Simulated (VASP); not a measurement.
# Ba2Na3 (Pm-3m) in VASP: single point with PBE

Aim: the single point of Ba2Na3 with PBE.

Everything below comes from runs of VASP 6.6.1. Logs are shortened: lines on timing, memory, paths and dates and some standing lists are left out, and cuts for length are marked.

## 1. The cell of the first run

Symmetry: Pm-3m, No. 221, cubic system. The conventional cell has a = 5.082 Å, b = 5.082 Å, c = 5.082 Å, α = 90.00°, β = 90.00°, γ = 90.00°. Within 3.4 Å of Na (site symmetry 4/mmm) lie 2 Ba at 2.54 Å. Within 4.7 Å of Ba (site symmetry m-3m) lie 12 Na at 3.59 Å and 8 Ba at 4.40 Å. Ba (site symmetry m-3m) has 6 Na at 2.54 Å within 3.4 Å.

The cell was built from a structure type or drawn by symmetry, and may not be a known phase.

## 2. Single point, PBE

File INCAR:

```
SYSTEM = Ba2Na3
ALGO = Normal
EDIFF = 1E-6
ENCUT = 520
GGA = PE
ISIF = 2
ISMEAR = 0
LASPH = .True.
LCHARG = .False.
LREAL = .False.
LWAVE = .False.
NBANDS = 28
NELM = 60
PREC = Accurate
SIGMA = 0.1
```

File KPOINTS:

```
k-points
0
Gamma
  4 4 4
  0 0 0
```

File POSCAR:

```
Ba2Na3
1.0
    5.0821595500      0.0000000000      0.0000000000
    0.0000000000      5.0821595500      0.0000000000
    0.0000000000      0.0000000000      5.0821595500
Na Ba
3 2
Direct
    0.5000000000      0.0000000000      0.0000000000
    0.0000000000      0.5000000000      0.0000000000
    0.0000000000      0.0000000000      0.5000000000
    0.5000000000      0.5000000000      0.5000000000
    0.0000000000      0.0000000000      0.0000000000
```

Potentials or basis: VASP PAW PBE potentials, release 64 (Na_pv, Ba_sv).

Command:

```bash
> cat potpaw_PBE.64/Na_pv/POTCAR potpaw_PBE.64/Ba_sv/POTCAR > POTCAR
> mpirun -np 1 vasp_std > vasp.out
```

OUTCAR:

```text
SYSTEM = Ba2Na3
   EDIFF = 1E-6
   ENCUT = 520
   GGA = PE
   ISIF = 2
   ISMEAR = 0
   LASPH = .True.
   LREAL = .False.
   NELM = 60
   PREC = Accurate

 ion  position               nearest neighbor table
   1  0.500  0.000  0.000-   5 2.54   5 2.54   4 3.59   4 3.59   4 3.59   4 3.59
   2  0.000  0.500  0.000-   5 2.54   5 2.54   4 3.59   4 3.59   4 3.59   4 3.59
   3  0.000  0.000  0.500-   5 2.54   5 2.54   4 3.59   4 3.59   4 3.59   4 3.59
   4  0.500  0.500  0.500-   1 3.59   2 3.59   3 3.59   1 3.59   2 3.59   1 3.59   3 3.59   1 3.59
                             2 3.59   3 3.59   2 3.59   3 3.59   5 4.40   5 4.40   5 4.40   5 4.40
   5  0.000  0.000  0.000-   1 2.54   2 2.54   3 2.54   3 2.54   2 2.54   1 2.54   4 4.40   4 4.40
                             4 4.40   4 4.40   4 4.40   4 4.40   4 4.40   4 4.40

  LATTYP: Found a simple cubic cell.
 ALAT       =     5.0821595500

  Lattice vectors:

 A1 = (   5.0821595500,   0.0000000000,   0.0000000000)
 A2 = (   0.0000000000,   5.0821595500,   0.0000000000)
 A3 = (   0.0000000000,   0.0000000000,   5.0821595500)

Analysis of symmetry for initial positions (statically):
=====================================================================
 Subroutine PRICEL returns:
 Original cell was already a primitive cell.

 Routine SETGRP: Setting up the symmetry group for a
 simple cubic supercell.

 Subroutine GETGRP returns: Found 48 space group operations
 (whereof 48 operations were pure point group operations)
 out of a pool of 48 trial point group operations.

The static configuration has the point symmetry O_h .

Analysis of symmetry for dynamics (positions and initial velocities):
=====================================================================
 Subroutine PRICEL returns:
 Original cell was already a primitive cell.

 Routine SETGRP: Setting up the symmetry group for a
 simple cubic supercell.

 Subroutine GETGRP returns: Found 48 space group operations
 (whereof 48 operations were pure point group operations)
 out of a pool of 48 trial point group operations.

The dynamic configuration has the point symmetry O_h .

 Subroutine INISYM returns: Found 48 space group operations
 (whereof 48 operations are pure point group operations),
 and found     1 'primitive' translations

----------------------------------------------------------------------------------------

                                     Primitive cell

  volume of cell :     131.2638

  direct lattice vectors                    reciprocal lattice vectors
     5.082159550  0.000000000  0.000000000     0.196766747  0.000000000  0.000000000
     0.000000000  5.082159550  0.000000000     0.000000000  0.196766747  0.000000000
     0.000000000  0.000000000  5.082159550     0.000000000  0.000000000  0.196766747

  length of vectors
     5.082159550  5.082159550  5.082159550     0.196766747  0.196766747  0.196766747

  position of ions in fractional coordinates (direct lattice)
     0.500000000  0.000000000  0.000000000
     0.000000000  0.500000000  0.000000000
     0.000000000  0.000000000  0.500000000
     0.500000000  0.500000000  0.500000000
     0.000000000  0.000000000  0.000000000

  ion indices of the primitive-cell ions
   primitive index   ion index
                 1           1
                 2           2
                 3           3
                 4           4
                 5           5

----------------------------------------------------------------------------------------

 KPOINTS: k-points

Automatic generation of k-mesh.
 Grid dimensions read from file:
 generate k-points for:    4    4    4

 Generating k-lattice:

  Cartesian coordinates                     Fractional coordinates (reciprocal lattice)
     0.049191687  0.000000000  0.000000000     0.250000000  0.000000000  0.000000000
     0.000000000  0.049191687  0.000000000     0.000000000  0.250000000  0.000000000
     0.000000000  0.000000000  0.049191687     0.000000000  0.000000000  0.250000000

  Length of vectors
     0.049191687  0.049191687  0.049191687

  Shift w.r.t. Gamma in fractional coordinates (k-lattice)
     0.000000000  0.000000000  0.000000000

 Subroutine IBZKPT returns following result:
 ===========================================

 Found     10 irreducible k-points:

 Following reciprocal coordinates:
            Coordinates               Weight
  0.000000  0.000000  0.000000      1.000000
  0.250000  0.000000  0.000000      6.000000
  0.500000  0.000000  0.000000      3.000000
  0.250000  0.250000  0.000000     12.000000
  0.500000  0.250000  0.000000     12.000000
  0.500000  0.500000  0.000000      3.000000
  0.250000  0.250000  0.250000      8.000000
  0.500000  0.250000  0.250000     12.000000
  0.500000  0.500000  0.250000      6.000000
  0.500000  0.500000  0.500000      1.000000
   k-points           NKPTS =     10   k-points in BZ     NKDIM =     10   number of bands    NBANDS=     28
   number of dos      NEDOS =    301   number of ions     NIONS =      5
   total plane-waves  NPLWV =  64000
   dimension x,y,z NGX =    40 NGY =   40 NGZ =   40
   dimension x,y,z NGXF=    80 NGYF=   80 NGZF=   80
   ions per type =               3   2
   NGX,Y,Z   is equivalent  to a cutoff of  13.08, 13.08, 13.08 a.u.
   NGXF,Y,Z  is equivalent  to a cutoff of  26.17, 26.17, 26.17 a.u.
 SYSTEM =  Ba2Na3
   PREC   = accura    normal or accurate (medium, high low for compatibility)
   ISTART =      0    job   : 0-new  1-cont  2-samecut
   ICHARG =      2    charge: 1-file 2-atom 10-const
   ISPIN  =      1    spin polarized calculation?
   LNONCOLLINEAR =      F non collinear calculations
   LSORBIT =      F    spin-orbit coupling
   LASPH  =      T    aspherical Exc in radial PAW
   ENCUT  =  520.0 eV  38.22 Ry    6.18 a.u.   9.45  9.45  9.45*2*pi/ulx,y,z
   NELM   =     60;   NELMIN=  2; NELMDL= -5     # of ELM steps
   EDIFF  = 0.1E-05   stopping-criterion for ELM
   LREAL  =      F    real-space projection
   EDIFFG = 0.1E-04   stopping-criterion for IOM
   NSW    =      0    number of steps for IOM
   IBRION =     -1    ionic relax: 0-MD 1-quasi-New 2-CG
   NFREE  =      0    steps in history (QN), initial steepest desc. (CG)
   ISIF   =      2    stress and relaxation
   ISYM   =      2    0-nonsym 1-usesym 2-fastsym
   POTIM  = 0.5000    time-step for ionic-motion
   TEBEG  =    0.0;   TEEND  =   0.0 temperature during run
   PSTRESS=    0.0 pullay stress
   NELECT =      41.0000    total number of electrons
   NUPDOWN=      -1.0000    fix difference up-down
   EMIN   =  10.00;   EMAX   =-10.00  energy-range for DOS
   EFERMI =   0.00;   METHOD = LEGACY
   ISMEAR =     0;   SIGMA  =   0.10  broadening in eV -4-tet -1-fermi 0-gaus
   EFERMI_NEDOS =   21; number of points for ismear=-14 and -15
   IALGO  =     38    algorithm
   IMIX   =      4    mixing-type and parameters
     AMIX     =   0.40;   BMIX     =  1.00
     AMIX_MAG =   1.60;   BMIX_MAG =  1.00
  volume/ion in A,a.u.               =      26.25       177.16
  Fermi-wavevector in a.u.,A,eV,Ry     =   1.110762  2.099036 16.786773  1.233793
  Thomas-Fermi vector in A             =   2.247318
   LORBIT       =      0    0 simple, 1 ext, 2 COOP (PROOUT), +10 PAW based schemes
   GGA     = PE    functional components
   LHFCALC =     F    Hartree Fock is set to
   AEXX    =    0.0000 exact exchange contribution
   IVDW    =     0    specifies the selected vdW correction
   LEPSILON=     F    determine dielectric tensor
   LRPA    =     F    only Hartree local field effects (RPA)
 non-spin polarized calculation
 Gauss-broadening in eV      SIGMA  =   0.10
  energy-cutoff  :      520.00
  volume of cell :      131.26
 maximum number of plane-waves:      3575
 NGX is ok and might be reduce to    40
   NGX = 19   NGY = 19   NGZ = 19

 number of electron      40.9999968 magnetization

 Free energy of the ion-electron system (eV)
  ---------------------------------------------------
  ext. energy  EPLUGINS =         0.00000000
  ---------------------------------------------------
  free energy    TOTEN  =         0.16322960 eV

  energy without entropy =        0.20230307  energy(sigma->0) =        0.18276634

 E-fermi :   3.4893     XC(G=0):  -8.9410

 val. band max:        3.4704572000   @ k =   0.5000   0.2500   0.0000
 cond. band min:       3.5022551611   @ k =   0.5000   0.2500   0.0000
 fundamental gap:      0.0317979611
 Fermi energy:         3.4892973860

 k-point     1 :       0.0000    0.0000    0.0000
  band No.  band energies     occupation
      1     -25.7140      2.00000
      2     -24.4337      2.00000
      3     -22.5182      2.00000
      4     -22.5182      2.00000
      5     -22.5182      2.00000
      6     -22.0235      2.00000
[... 20 lines left out ...]
     27       6.5521      0.00000
     28       6.5521      0.00000

 k-point     2 :       0.2500    0.0000    0.0000
  band No.  band energies     occupation
      1     -25.7656      2.00000
      2     -24.4337      2.00000
      3     -22.5174      2.00000
      4     -22.5174      2.00000
      5     -22.4128      2.00000
      6     -22.0236      2.00000
[... 20 lines left out ...]
     27       5.7335      0.00000
     28       6.8119      0.00000

 k-point     3 :       0.5000    0.0000    0.0000
  band No.  band energies     occupation
      1     -25.8146      2.00000
      2     -24.4337      2.00000
      3     -22.5167      2.00000
      4     -22.5167      2.00000
      5     -22.3080      2.00000
      6     -22.0246      2.00000
[... 20 lines left out ...]
     27       5.9234      0.00000
     28       6.1557      0.00000

 k-point     4 :       0.2500    0.2500    0.0000
  band No.  band energies     occupation
      1     -25.8154      2.00000
      2     -24.4330      2.00000
      3     -22.5167      2.00000
      4     -22.4785      2.00000
      5     -22.3480      2.00000
      6     -22.0292      2.00000
[... 144 lines left out ...]
     27       7.0164      0.00000
     28       7.0214      0.00000

 k-point     9 :       0.5000    0.5000    0.2500
  band No.  band energies     occupation
      1     -25.9546      2.00000
      2     -24.4284      2.00000
      3     -22.4702      2.00000
      4     -22.4388      2.00000
      5     -22.1310      2.00000
      6     -22.0393      2.00000
[... 20 lines left out ...]
     27       7.2329      0.00000
     28       7.3034      0.00000

 k-point    10 :       0.5000    0.5000    0.5000
  band No.  band energies     occupation
      1     -25.9981      2.00000
      2     -24.4262      2.00000
      3     -22.4388      2.00000
      4     -22.4388      2.00000
      5     -22.0655      2.00000
      6     -22.0408      2.00000
[... 20 lines left out ...]
     27       6.3858      0.00000
     28       7.5276      0.00000

------------------------ aborting loop because EDIFF is reached ----------------------------------------

  FORCE on cell =-STRESS in cart. coord.  units (eV):
  Direction    XX          YY          ZZ          XY          YZ          ZX
  --------------------------------------------------------------------------------------
  -------------------------------------------------------------------------------------
  Total       17.0705329     17.0705329     17.0705329     -0.0000000     -0.0000000      0.0000000
  in kB      208.3592458    208.3592458    208.3592458     -0.0000000     -0.0000000      0.0000000
  external PRESSURE =     208.3592458 kB  Pullay stress =       0.0000000 kB

 VOLUME and BASIS-vectors are now :
 -----------------------------------------------------------------------------
  energy-cutoff  :      520.00
  volume of cell :      131.26
      direct lattice vectors                 reciprocal lattice vectors
     5.082159550  0.000000000  0.000000000     0.196766747  0.000000000  0.000000000
     0.000000000  5.082159550  0.000000000     0.000000000  0.196766747  0.000000000
     0.000000000  0.000000000  5.082159550     0.000000000  0.000000000  0.196766747

 POSITION                                       TOTAL-FORCE (eV/Angst)
 -----------------------------------------------------------------------------------
      2.54108      0.00000      0.00000         0.000000      0.000000      0.000000
      0.00000      2.54108      0.00000         0.000000      0.000000      0.000000
      0.00000      0.00000      2.54108         0.000000      0.000000      0.000000
      2.54108      2.54108      2.54108         0.000000      0.000000      0.000000
      0.00000      0.00000      0.00000         0.000000      0.000000      0.000000
 -----------------------------------------------------------------------------------
    total drift:                               -0.000000      0.000000     -0.000000

  FREE ENERGIE OF THE ION-ELECTRON SYSTEM (eV)
  ---------------------------------------------------
  free  energy   TOTEN  =         0.1632296042 eV

  energy  without entropy=        0.2023030671  energy(sigma->0) =        0.18276634
```

Run time: 49 s. Hardware: 1 thread of AMD EPYC 7R13, shared host; peak memory 0.21 GiB.

Results:

```
Free energy            : 0.1632 eV
Pressure               : 20.8 GPa
Band gap on the k mesh : zero (an odd number of electrons rules out a gap without spin polarisation)
```

Caveat: the cell stands under pressure; spin-orbit coupling is left out, which moves the levels of the heavy elements.
